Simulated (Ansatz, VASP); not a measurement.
Si in VASP and in Ansatz

```
Si
1.0
    -1.57811    1.57811    1.28072
     1.57811   -1.57811    1.28072
     1.57811    1.57811   -1.28072
Si
1
Direct
  0.00000 0.00000 0.00000
```

Change from the starting cell: strain -0.030 along x and y, -0.030 along z, atoms carried along.

Alike in both runs: task single point; functional r2SCAN; k mesh 22 × 22 × 22; occupations gaussian, width 0.15 eV; no spin polarisation.

```csv
,VASP,Ansatz
version,VASP 6.6.1,Ansatz 0.2.0
potentials or method,"VASP PAW PBE potentials, release 64 (Si), cutoff 520 eV","scalar-relativistic, plane waves, PAW"
valence electrons in the cell,4,4
```

|  | VASP | Ansatz | Ansatz less VASP |
| --- | --- | --- | --- |
| gap on the k mesh at the Fermi level (eV) | none | none | - |
| pressure (GPa) | 10.9 | 10.9 | -0.05 |
| traceless stress, the component that is largest in VASP (GPa) | -1.16 | -1.12 | +0.046 |

VASP's potentials were made for PBE, not for r2SCAN. A gap of «none» marks a metal or a gap that the smearing closes. With one functional, cell and mesh, what is left measures potentials, basis and numerics.
